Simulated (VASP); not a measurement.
# Ir (I4/mmm) in VASP: further runs

Ir is run at these levels: LDA; tasks: single point.

All numbers are computed with VASP 6.6.1; they aren't measurements. Logs are shortened: lines on timing, memory, paths and dates and some standing lists are left out, and cuts for length are marked.

**1. The cell of the first run**

The structure is tetragonal, space group I4/mmm (No. 139). Conventional cell: a = 2.603 Å, b = 2.603 Å, c = 3.976 Å, α = 90.00°, β = 90.00°, γ = 90.00°. Ir (site symmetry 4/mmm) has 12 Ir at 2.60 to 2.71 Å within 3.4 Å.

**2. Single point, LDA (13.47 Å³/atom)**

The input, INCAR:

```
SYSTEM = Ir
ALGO = Normal
EDIFF = 1E-6
ENCUT = 560
GGA = CA
GGA_COMPAT = .False.
ISIF = 2
ISMEAR = 0
LASPH = .True.
LCHARG = .False.
LREAL = .False.
LWAVE = .False.
NBANDS = 14
NELM = 120
PREC = Accurate
SIGMA = 0.15
```

The input, KPOINTS:

```
k-points
0
Gamma
  22 22 22
  0 0 0
```

The input, POSCAR:

```
Ir
1.0
    0.0000000000      1.8402976836      1.9880735875
    1.8402976836      0.0000000000      1.9880735875
    1.8402976836      1.8402976836      0.0000000000
Ir
1
Direct
    0.0000000000      0.0000000000      0.0000000000
```

Potentials or basis: VASP PAW LDA potentials, release 64 (Ir_sv_GW).

On the command line:

```sh
$ cat potpaw_LDA.64/Ir_sv_GW/POTCAR > POTCAR
$ mpirun -np 1 vasp_std > vasp.out
```

OUTCAR:

```text
SYSTEM = Ir
   EDIFF = 1E-6
   ENCUT = 560
   GGA = CA
   ISIF = 2
   ISMEAR = 0
   LASPH = .True.
   LREAL = .False.
   NELM = 120
   PREC = Accurate

 ion  position               nearest neighbor table
   1  0.000  0.000  0.000-

  LATTYP: Found a body centered tetragonal cell.
 ALAT       =     2.6025739430
 C/A-ratio  =     1.5277749114

  Lattice vectors:

 A1 = (  -1.8402976836,   0.0000000000,   1.9880735875)
 A2 = (   1.8402976836,   0.0000000000,   1.9880735875)
 A3 = (   0.0000000000,   1.8402976836,  -1.9880735875)

Analysis of symmetry for initial positions (statically):
=====================================================================
 Subroutine PRICEL returns:
 Original cell was already a primitive cell.

 Routine SETGRP: Setting up the symmetry group for a
 body centered tetragonal supercell.

 Subroutine GETGRP returns: Found 16 space group operations
 (whereof 16 operations were pure point group operations)
 out of a pool of 16 trial point group operations.

The static configuration has the point symmetry D_4h.

Analysis of symmetry for dynamics (positions and initial velocities):
=====================================================================
 Subroutine PRICEL returns:
 Original cell was already a primitive cell.

 Routine SETGRP: Setting up the symmetry group for a
 body centered tetragonal supercell.

 Subroutine GETGRP returns: Found 16 space group operations
 (whereof 16 operations were pure point group operations)
 out of a pool of 16 trial point group operations.

The dynamic configuration has the point symmetry D_4h.

 Subroutine INISYM returns: Found 16 space group operations
 (whereof 16 operations are pure point group operations),
 and found     1 'primitive' translations

----------------------------------------------------------------------------------------

                                     Primitive cell

  volume of cell :      13.4660

  direct lattice vectors                    reciprocal lattice vectors
     0.000000000  1.840297684  1.988073587    -0.271695174  0.271695174  0.251499745
     1.840297684  0.000000000  1.988073587     0.271695174 -0.271695174  0.251499745
     1.840297684  1.840297684  0.000000000     0.271695174  0.271695174 -0.251499745

  length of vectors
     2.709083268  2.709083268  2.602573943     0.459226150  0.459226150  0.459226150

  position of ions in fractional coordinates (direct lattice)
     0.000000000  0.000000000  0.000000000

  ion indices of the primitive-cell ions
[... 83 lines left out ...]
   TEBEG  =    0.0;   TEEND  =   0.0 temperature during run
   PSTRESS=    0.0 pullay stress
   NELECT =      17.0000    total number of electrons
   NUPDOWN=      -1.0000    fix difference up-down
   EMIN   =  10.00;   EMAX   =-10.00  energy-range for DOS
   EFERMI =   0.00;   METHOD = LEGACY
   ISMEAR =     0;   SIGMA  =   0.15  broadening in eV -4-tet -1-fermi 0-gaus
   EFERMI_NEDOS =   21; number of points for ismear=-14 and -15
   IALGO  =     38    algorithm
   IMIX   =      4    mixing-type and parameters
     AMIX     =   0.40;   BMIX     =  1.00
     AMIX_MAG =   1.60;   BMIX_MAG =  1.00
  volume/ion in A,a.u.               =      13.47        90.87
  Fermi-wavevector in a.u.,A,eV,Ry     =   1.769341  3.343570 42.593969  3.130568
  Thomas-Fermi vector in A             =   2.836349
   LORBIT       =      0    0 simple, 1 ext, 2 COOP (PROOUT), +10 PAW based schemes
   GGA     = CA    functional components
   LHFCALC =     F    Hartree Fock is set to
   AEXX    =    0.0000 exact exchange contribution
   IVDW    =     0    specifies the selected vdW correction
   LEPSILON=     F    determine dielectric tensor
   LRPA    =     F    only Hartree local field effects (RPA)
 non-spin polarized calculation
 Gauss-broadening in eV      SIGMA  =   0.15
  energy-cutoff  :      560.00
  volume of cell :       13.47
 maximum number of plane-waves:       415
 NGX is ok and might be reduce to    24
   NGX = 11   NGY = 11   NGZ =  9

 number of electron      17.0000000 magnetization

 Free energy of the ion-electron system (eV)
  ---------------------------------------------------
  ext. energy  EPLUGINS =         0.00000000
  ---------------------------------------------------
  free energy    TOTEN  =       -10.81764704 eV

  energy without entropy =      -10.80685159  energy(sigma->0) =      -10.81224931

 E-fermi :  13.6054     XC(G=0): -15.0993

 val. band max:       13.6050885316   @ k =   0.3182   0.0909   0.1818
 cond. band min:      13.6093397898   @ k =   0.3636   0.1818   0.0000
 fundamental gap:      0.0042512582
 Fermi energy:        13.6053692291

 k-point     1 :       0.0000    0.0000    0.0000
  band No.  band energies     occupation
      1     -79.0332      2.00000
      2     -35.6912      2.00000
      3     -35.6152      2.00000
      4     -35.6152      2.00000
      5       2.0334      2.00000
      6       8.7219      2.00000
      7       9.8595      2.00000
      8       9.8595      2.00000
      9      11.5714      2.00000
     10      13.0956      2.00000
     11      27.2389      0.00000
     12      31.2933      0.00000
     13      33.7632      0.00000
     14      33.7632      0.00000
[... 377 lines left out ...]
      1     -78.9482      2.00000
      2     -36.5920      2.00000
      3     -35.8651      2.00000
      4     -35.6960      2.00000
      5       5.1040      2.00000
      6       8.7577      2.00000
      7       9.9725      2.00000
      8      12.3168      2.00000
      9      14.2530      0.00000
     10      15.3729      0.00000
     11      21.6475      0.00000
     12      26.9097      0.00000
     13      32.5268      0.00000
     14      33.9513      0.00000

 [... further k-points ...]

------------------------ aborting loop because EDIFF is reached ----------------------------------------

  FORCE on cell =-STRESS in cart. coord.  units (eV):
  Direction    XX          YY          ZZ          XY          YZ          ZX
  --------------------------------------------------------------------------------------
  -------------------------------------------------------------------------------------
  Total        2.0604713      2.0604713     -0.7731136      0.0000000     -0.0000000     -0.0000000
  in kB      245.1537453    245.1537453    -91.9846321      0.0000000     -0.0000000     -0.0000000
  external PRESSURE =     132.7742861 kB  Pullay stress =       0.0000000 kB

 VOLUME and BASIS-vectors are now :
 -----------------------------------------------------------------------------
  energy-cutoff  :      560.00
  volume of cell :       13.47
      direct lattice vectors                 reciprocal lattice vectors
     0.000000000  1.840297684  1.988073587    -0.271695174  0.271695174  0.251499745
     1.840297684  0.000000000  1.988073587     0.271695174 -0.271695174  0.251499745
     1.840297684  1.840297684  0.000000000     0.271695174  0.271695174 -0.251499745

 POSITION                                       TOTAL-FORCE (eV/Angst)
 -----------------------------------------------------------------------------------
      0.00000      0.00000      0.00000         0.000000      0.000000      0.000000
 -----------------------------------------------------------------------------------
    total drift:                                0.000000      0.000000     -0.000000

  FREE ENERGIE OF THE ION-ELECTRON SYSTEM (eV)
  ---------------------------------------------------
  free  energy   TOTEN  =       -10.8176470358 eV

  energy  without entropy=      -10.8068515940  energy(sigma->0) =      -10.81224931
```

OSZICAR:

```text
N       E                     dE             d eps       ncg     rms          rms(c)
DAV:   1     0.116387696926E+03    0.11639E+03   -0.11980E+04 23858   0.135E+03
DAV:   2    -0.102378684436E+02   -0.12663E+03   -0.12129E+03 29178   0.407E+02
DAV:   3    -0.119550621812E+02   -0.17172E+01   -0.17105E+01 25884   0.448E+01
DAV:   4    -0.119575785814E+02   -0.25164E-02   -0.25163E-02 27858   0.211E+00
DAV:   5    -0.119575836364E+02   -0.50549E-05   -0.50542E-05 26052   0.893E-02    0.736E+01
DAV:   6    -0.109249211320E+02    0.10327E+01   -0.13294E+00 24384   0.123E+01    0.399E+01
DAV:   7    -0.108358339954E+02    0.89087E-01   -0.40876E-01 26742   0.633E+00    0.710E+00
DAV:   8    -0.108178227704E+02    0.18011E-01   -0.63914E-02 23550   0.317E+00    0.698E-01
DAV:   9    -0.108177775943E+02    0.45176E-04   -0.73640E-04 26688   0.323E-01    0.324E-01
DAV:  10    -0.108176492517E+02    0.12834E-03   -0.24093E-04 25176   0.226E-01    0.244E-01
DAV:  11    -0.108176470722E+02    0.21795E-05   -0.57305E-06 26622   0.316E-02    0.552E-02
DAV:  12    -0.108176470358E+02    0.36441E-07   -0.19584E-07 12462   0.497E-03
   1 F= -.10817647E+02 E0= -.10812249E+02  d E =-.107954E-01
```

stdout:

```text
POSCAR found type information on POSCAR Ir
 POSCAR found :  1 types and       1 ions
 scaLAPACK will be used
 LDA part: xc-table for (Slater(with rela. corr.)+CA(PZ))
 , standard interpolation
 POSCAR, INCAR and KPOINTS ok, starting setup
 FFT: planning ... GRIDC
 FFT: planning ... GRID_SOFT
 FFT: planning ... GRID
 WAVECAR not read
 entering main loop
```

Run time: 43 s. Hardware: 1 thread of Intel Xeon 6975P-C (Granite Rapids), shared host; peak memory 0.28 GiB.

What came out:

- Free energy: -10.8176 eV
- Pressure: 13.3 GPa
- Band gap on the k mesh: zero (an odd number of electrons rules out a gap without spin polarisation)

Stress tensor (GPa, compression positive):
```
24.52  0.00  0.00
 0.00 24.52  0.00
 0.00  0.00 -9.20
```

Levels at points of the mesh, in eV from the Fermi level:
| k point | band 4 | band 5 | band 6 | band 7 | band 8 | band 9 | band 10 | band 11 | band 12 | band 13 |
| --- | --- | --- | --- | --- | --- | --- | --- | --- | --- | --- |
| (0.00, 0.00, 0.00) | -49.22 | -11.57 | -4.88 | -3.75 | -3.75 | -2.03 | -0.51 | 13.63 | 17.69 | 20.16 |
| (0.50, 0.00, 0.00) | -49.30 | -8.59 | -4.82 | -3.70 | -0.75 | 0.76 | 1.30 | 7.93 | 13.11 | 19.08 |
| (0.50, 0.50, 0.00) | -49.49 | -8.51 | -7.83 | 0.73 | 1.15 | 1.59 | 1.59 | 9.85 | 12.69 | 12.69 |
| (0.50, 0.00, 0.50) | -49.59 | -8.43 | -7.84 | 0.88 | 1.07 | 2.28 | 2.38 | 10.85 | 11.86 | 12.10 |

Caveat: the stress differs along the axes, from -9 to 25 GPa; spin-orbit coupling is left out, which moves the levels of the heavy elements.

**3. Single point, LDA (13.84 Å³/atom)**

This run uses another cell than the first one, of 13.84 Å³/atom.

The input, INCAR:

```
ALGO = Normal ; EDIFF = 1E-6
ENCUT = 560 ; GGA = CA
GGA_COMPAT = False ; ISIF = 2
ISMEAR = 0 ; LASPH = True
LCHARG = False ; LREAL = False
LWAVE = False ; NBANDS = 14
NELM = 120 ; PREC = Accurate
SIGMA = 0.15
```

The input, KPOINTS:

```
k-points
0
Gamma
  22 22 22
```

The input, POSCAR:

```
Ir
1.0
    0.0000000000      1.8569751089      2.0060902101
    1.8569751089      0.0000000000      2.0060902101
    1.8569751089      1.8569751089      0.0000000000
Ir
1
Direct
    0.0000000000      0.0000000000      0.0000000000
```

Potentials or basis: VASP PAW LDA potentials, release 64 (Ir_sv_GW).

On the command line:

```sh
$ cat potpaw_LDA.64/Ir_sv_GW/POTCAR > POTCAR
$ mpirun -np 1 vasp_std > vasp.out
```

Run time: 1.8 min. Hardware: 1 thread of AMD EPYC 7R13 (Zen 3), shared host; peak memory 0.26 GiB.

Results (log left out):

```yaml
Free_energy: -10.8384 eV
Pressure: 1.4 GPa
Band_gap_on_the_k_mesh: zero (an odd number of electrons rules out a gap without spin polarisation)
```

Stress tensor (GPa, compression positive):
```
 11.76   0.00   0.00
  0.00  11.76   0.00
  0.00   0.00 -19.38
```

Levels at points of the mesh, in eV from the Fermi level:
```tsv
k point	band 4	band 5	band 6	band 7	band 8	band 9	band 10	band 11	band 12	band 13
(0.00, 0.00, 0.00)	-49.17	-11.28	-4.69	-3.59	-3.59	-1.95	-0.49	13.72	17.68	20.06
(0.50, 0.00, 0.00)	-49.24	-8.29	-4.62	-3.54	-0.70	0.72	1.23	7.63	13.18	18.88
(0.50, 0.50, 0.00)	-49.42	-8.19	-7.53	0.74	1.10	1.51	1.51	9.49	12.56	12.56
(0.50, 0.00, 0.50)	-49.51	-8.10	-7.53	0.83	1.02	2.17	2.35	10.77	11.68	11.70
```

Caveat: the stress differs along the axes, from -19 to 12 GPa; spin-orbit coupling is left out, which moves the levels of the heavy elements.

(Part 1 of 2 ends here.)
